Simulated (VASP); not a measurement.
# Na (Im-3m) in VASP: further runs

Na is run at these levels: PBE; tasks: single point.

All numbers are computed with VASP 6.6.1; they aren't measurements. Logs are shortened: lines on timing, memory, paths and dates and some standing lists are left out, and cuts for length are marked.

## 1. The cell of the first run

The structure is cubic, space group Im-3m (No. 229). The conventional cell has a = 4.197 Å, b = 4.197 Å, c = 4.197 Å, α = 90.00°, β = 90.00°, γ = 90.00°. Within 4.8 Å of Na (site symmetry m-3m) lie 14 Na at 3.63 to 4.20 Å.

## 2. Single point, PBE

Contents of INCAR:

```
PREC     = Accurate       # precision mode
ENCUT    = 520            # plane-wave cutoff, eV
EDIFF    = 1E-6           # SCF threshold, eV
ISMEAR   = -1             # smearing method
SIGMA    = 0.05           # smearing width, eV
LREAL    = F              # projectors in reciprocal space
LASPH    = T              # aspherical terms in the spheres
NELM     = 100            # most SCF steps
ALGO     = Normal         # electronic algorithm
ISIF     = 2              # what is computed and relaxed
LWAVE    = F              # write WAVECAR
LCHARG   = T              # write CHGCAR
GGA      = PE             # functional
LELF     = T              # ELF
LVHAR    = T            
NBANDS   = 14             # bands
```

Contents of KPOINTS:

```
Automatic mesh
0
Gamma
  10 10 6
```

Contents of POSCAR:

```
Na
1.0
   -2.0985628867      2.0985628867      2.0985628867
    2.0985628867     -2.0985628867      2.0985628867
    4.1971257734      4.1971257734      0.0000000000
Na
2
Direct
    0.0000000000      0.0000000000      0.0000000000
    0.5000000000      0.5000000000      0.5000000000
```

Potentials or basis: VASP PAW PBE potentials, release 64 (Na_pv).

Launch:

```bash
cat potpaw_PBE.64/Na_pv/POTCAR > POTCAR
mpirun -np 1 vasp_std > vasp.out
```

OUTCAR:

```text
PREC = Accurate
   ENCUT = 520
   EDIFF = 1E-6
   ISMEAR = -1
   LREAL = F
   LASPH = T
   NELM = 100
   ISIF = 2
   GGA = PE

 ion  position               nearest neighbor table
   1  0.000  0.000  0.000-
   2  0.500  0.500  0.500-

  LATTYP: Found a base centered orthorhombic cell.
 ALAT       =     4.1971257734
 B/A-ratio  =     1.4142135624
 C/A-ratio  =     1.4142135624

  Lattice vectors:

 A1 = (  -2.0985628867,   2.0985628867,   2.0985628867)
 A2 = (   2.0985628867,  -2.0985628867,   2.0985628867)
 A3 = (   4.1971257734,   4.1971257734,   0.0000000000)

Analysis of symmetry for initial positions (statically):
=====================================================================
 Subroutine PRICEL returns following result:

  LATTYP: Found a body centered cubic cell.
 ALAT       =     4.1971257734

  Lattice vectors:

 A1 = (  -2.0985628867,   2.0985628867,  -2.0985628867)
 A2 = (  -2.0985628867,  -2.0985628867,   2.0985628867)
 A3 = (   2.0985628867,   2.0985628867,   2.0985628867)

   2 primitive cells build up your supercell.

 Routine SETGRP: Setting up the symmetry group for a
 base centered orthorhombic supercell.

 Subroutine GETGRP returns: Found  8 space group operations
 (whereof  8 operations were pure point group operations)
 out of a pool of  8 trial point group operations.

The static configuration has the point symmetry D_2h.

Analysis of symmetry for dynamics (positions and initial velocities):
=====================================================================
 Subroutine PRICEL returns following result:

  LATTYP: Found a body centered cubic cell.
 ALAT       =     4.1971257734

  Lattice vectors:

 A1 = (  -2.0985628867,   2.0985628867,  -2.0985628867)
 A2 = (  -2.0985628867,  -2.0985628867,   2.0985628867)
 A3 = (   2.0985628867,   2.0985628867,   2.0985628867)

   2 primitive cells build up your supercell.

 Routine SETGRP: Setting up the symmetry group for a
 base centered orthorhombic supercell.

 Subroutine GETGRP returns: Found  8 space group operations
 (whereof  8 operations were pure point group operations)
 out of a pool of  8 trial point group operations.

The dynamic configuration has the point symmetry D_2h.

 Subroutine INISYM returns: Found  8 space group operations
 (whereof  8 operations are pure point group operations),
 and found     2 'primitive' translations

----------------------------------------------------------------------------------------

                                     Primitive cell

  volume of cell :      36.9680

  direct lattice vectors                    reciprocal lattice vectors
    -2.098562887  2.098562887 -2.098562887    -0.238258288  0.238258288  0.000000000
    -2.098562887 -2.098562887  2.098562887    -0.238258288  0.000000000  0.238258288
     2.098562887  2.098562887  2.098562887     0.000000000  0.238258288  0.238258288

  length of vectors
     3.634817543  3.634817543  3.634817543     0.336948102  0.336948102  0.336948102

  position of ions in fractional coordinates (direct lattice)
     0.000000000  0.000000000  0.000000000

  ion indices of the primitive-cell ions
   primitive index   ion index
                 1           1

----------------------------------------------------------------------------------------

 KPOINTS: Automatic mesh

Automatic generation of k-mesh.
 Grid dimensions read from file:
 generate k-points for:   10   10    6

 Generating k-lattice:

  Cartesian coordinates                     Fractional coordinates (reciprocal lattice)
    -0.011912914  0.011912914  0.023825829     0.100000000  0.000000000  0.000000000
     0.011912914 -0.011912914  0.023825829     0.000000000  0.100000000  0.000000000
     0.019854857  0.019854857  0.000000000     0.000000000  0.000000000  0.166666667

  Length of vectors
     0.029180562  0.029180562  0.028079008

  Shift w.r.t. Gamma in fractional coordinates (k-lattice)
     0.000000000  0.000000000  0.000000000

 Subroutine IBZKPT returns following result:
 ===========================================

 Found    124 irreducible k-points:

 Following reciprocal coordinates:
            Coordinates               Weight
  0.000000  0.000000  0.000000      1.000000
  0.100000  0.000000  0.000000      4.000000
  0.200000  0.000000  0.000000      4.000000
  0.300000  0.000000  0.000000      4.000000
  0.400000  0.000000  0.000000      4.000000
  0.500000  0.000000  0.000000      2.000000
[... 16 lines left out ...]
  0.300000  0.300000  0.000000      2.000000
  0.400000  0.300000  0.000000      4.000000
 [... further k-points ...]
   k-points           NKPTS =    124   k-points in BZ     NKDIM =    124   number of bands    NBANDS=     14
   number of dos      NEDOS =    301   number of ions     NIONS =      2
   total plane-waves  NPLWV =  37632
   dimension x,y,z NGX =    28 NGY =   28 NGZ =   48
   dimension x,y,z NGXF=    56 NGYF=   56 NGZF=   96
   ions per type =               2
   NGX,Y,Z   is equivalent  to a cutoff of  12.81, 12.81, 13.44 a.u.
   NGXF,Y,Z  is equivalent  to a cutoff of  25.61, 25.61, 26.89 a.u.
 SYSTEM =  unknown system
   PREC   = accura    normal or accurate (medium, high low for compatibility)
   ISTART =      0    job   : 0-new  1-cont  2-samecut
   ICHARG =      2    charge: 1-file 2-atom 10-const
   ISPIN  =      1    spin polarized calculation?
   LNONCOLLINEAR =      F non collinear calculations
   LSORBIT =      F    spin-orbit coupling
   LASPH  =      T    aspherical Exc in radial PAW
   ENCUT  =  520.0 eV  38.22 Ry    6.18 a.u.   6.76  6.76 11.04*2*pi/ulx,y,z
   NELM   =    100;   NELMIN=  2; NELMDL= -5     # of ELM steps
   EDIFF  = 0.1E-05   stopping-criterion for ELM
   LREAL  =      F    real-space projection
   EDIFFG = 0.1E-04   stopping-criterion for IOM
   NSW    =      0    number of steps for IOM
   IBRION =     -1    ionic relax: 0-MD 1-quasi-New 2-CG
   NFREE  =      0    steps in history (QN), initial steepest desc. (CG)
   ISIF   =      2    stress and relaxation
   ISYM   =      2    0-nonsym 1-usesym 2-fastsym
   POTIM  = 0.5000    time-step for ionic-motion
   TEBEG  =    0.0;   TEEND  =   0.0 temperature during run
   PSTRESS=    0.0 pullay stress
   NELECT =      14.0000    total number of electrons
   NUPDOWN=      -1.0000    fix difference up-down
   EMIN   =  10.00;   EMAX   =-10.00  energy-range for DOS
   EFERMI =   0.00;   METHOD = LEGACY
   ISMEAR =    -1;   SIGMA  =   0.05  broadening in eV -4-tet -1-fermi 0-gaus
   EFERMI_NEDOS =   21; number of points for ismear=-14 and -15
   IALGO  =     38    algorithm
   IMIX   =      4    mixing-type and parameters
     AMIX     =   0.40;   BMIX     =  1.00
     AMIX_MAG =   1.60;   BMIX_MAG =  1.00
  volume/ion in A,a.u.               =      36.97       249.47
  Fermi-wavevector in a.u.,A,eV,Ry     =   0.940082  1.776497 12.024194  0.883753
  Thomas-Fermi vector in A             =   2.067458
   LORBIT       =      0    0 simple, 1 ext, 2 COOP (PROOUT), +10 PAW based schemes
   GGA     = PE    functional components
   LHFCALC =     F    Hartree Fock is set to
   AEXX    =    0.0000 exact exchange contribution
   IVDW    =     0    specifies the selected vdW correction
   LEPSILON=     F    determine dielectric tensor
   LRPA    =     F    only Hartree local field effects (RPA)
 non-spin polarized calculation
  energy-cutoff  :      520.00
  volume of cell :       73.94
 maximum number of plane-waves:      2012
   NGX = 13   NGY = 13   NGZ = 23

 number of electron      14.0000016 magnetization

 Free energy of the ion-electron system (eV)
  ---------------------------------------------------
  ext. energy  EPLUGINS =         0.00000000
  ---------------------------------------------------
  free energy    TOTEN  =        -2.62052757 eV

  energy without entropy =       -2.61133034  energy(sigma->0) =       -2.61592896

 E-fermi :   0.3222     XC(G=0):  -6.5096

 val. band max:        0.3072664132   @ k =   0.4000   0.2000   0.0000
 cond. band min:       0.3231763779   @ k =   0.2000   0.2000   0.3333
 fundamental gap:      0.0159099647
 Fermi energy:         0.3222412556

 k-point     1 :       0.0000    0.0000    0.0000
  band No.  band energies     occupation
      1     -24.5988      2.00000
      2     -24.5752      2.00000
      3     -24.5630      2.00000
      4     -24.5629      2.00000
      5     -24.5628      2.00000
      6     -24.5627      2.00000
      7      -2.9470      2.00000
      8       1.0953      0.00000
      9       1.5579      0.00000
     10       8.5547      0.00000
     11       9.5125      0.00000
     12       9.6137      0.00000
     13      10.7095      0.00000
     14      12.0873      0.00000

 k-point     2 :       0.1000    0.0000    0.0000
  band No.  band energies     occupation
      1     -24.5977      2.00000
      2     -24.5761      2.00000
      3     -24.5656      2.00000
      4     -24.5641      2.00000
      5     -24.5635      2.00000
      6     -24.5631      2.00000
      7      -2.8146      2.00000
      8       1.2123      0.00000
      9       1.6850      0.00000
     10       7.0834      0.00000
     11       8.9907      0.00000
     12      10.4443      0.00000
     13      10.6979      0.00000
     14      10.9294      0.00000

 k-point     3 :       0.2000    0.0000    0.0000
  band No.  band energies     occupation
      1     -24.5944      2.00000
      2     -24.5797      2.00000
      3     -24.5726      2.00000
      4     -24.5663      2.00000
      5     -24.5653      2.00000
      6     -24.5637      2.00000
      7      -2.4193      2.00000
      8       1.5638      0.00000
      9       2.0528      0.00000
     10       5.1654      0.00000
     11       8.5421      0.00000
     12       8.7065      0.00000
     13       9.2102      0.00000
     14      10.7361      0.00000
[... 324 lines left out ...]
 k-point    23 :       0.3000    0.3000    0.0000
  band No.  band energies     occupation
      1     -24.5858      2.00000
      2     -24.5850      2.00000
      3     -24.5799      2.00000
      4     -24.5796      2.00000
      5     -24.5795      2.00000
      6     -24.5748      2.00000
      7       0.1417      1.94740
      8       2.3469      0.00000
      9       2.7648      0.00000
     10       3.9232      0.00000
     11       5.1589      0.00000
     12       6.2221      0.00000
     13       6.4287      0.00000
     14       6.4288      0.00000

 k-point    24 :       0.4000    0.3000    0.0000
  band No.  band energies     occupation
      1     -24.5912      2.00000
      2     -24.5887      2.00000
      3     -24.5835      2.00000
      4     -24.5812      2.00000
      5     -24.5776      2.00000
      6     -24.5699      2.00000
      7       1.2345      0.00000
      8       1.2522      0.00000
      9       2.9142      0.00000
     10       4.9920      0.00000
     11       4.9958      0.00000
     12       5.6201      0.00000
     13       6.1501      0.00000
     14       6.6216      0.00000

 [... further k-points ...]

------------------------ aborting loop because EDIFF is reached ----------------------------------------

  FORCE on cell =-STRESS in cart. coord.  units (eV):
  Direction    XX          YY          ZZ          XY          YZ          ZX
  --------------------------------------------------------------------------------------
  -------------------------------------------------------------------------------------
  Total        0.0191931      0.0191931     -0.0254883     -0.0233976      0.0000000      0.0000000
  in kB        0.4159110      0.4159110     -0.5523251     -0.5070200      0.0000000      0.0000000
  external PRESSURE =       0.0931657 kB  Pullay stress =       0.0000000 kB

 VOLUME and BASIS-vectors are now :
 -----------------------------------------------------------------------------
  energy-cutoff  :      520.00
  volume of cell :       73.94
      direct lattice vectors                 reciprocal lattice vectors
    -2.098562887  2.098562887  2.098562887    -0.119129144  0.119129144  0.238258288
     2.098562887 -2.098562887  2.098562887     0.119129144 -0.119129144  0.238258288
     4.197125773  4.197125773  0.000000000     0.119129144  0.119129144  0.000000000

 POSITION                                       TOTAL-FORCE (eV/Angst)
 -----------------------------------------------------------------------------------
      0.00000      0.00000      0.00000        -0.000000     -0.000000     -0.000000
      2.09856      2.09856      2.09856         0.000000      0.000000      0.000000
 -----------------------------------------------------------------------------------
    total drift:                                0.000000      0.000000      0.000000

  FREE ENERGIE OF THE ION-ELECTRON SYSTEM (eV)
  ---------------------------------------------------
  free  energy   TOTEN  =        -2.6205275737 eV

  energy  without entropy=       -2.6113303367  energy(sigma->0) =       -2.61592896
```

Wall time 1.9 min (1 thread of Intel Xeon 8259CL, shared host); peak memory 0.23 GiB.

What came out:

```
Free energy            : -2.6205 eV
Pressure               : 0.0 GPa
Band gap on the k mesh : zero (band 7 reaches 2.39 eV, above the bottom of band 8 at -1.85 eV)
```

[end of part 1 of 2]
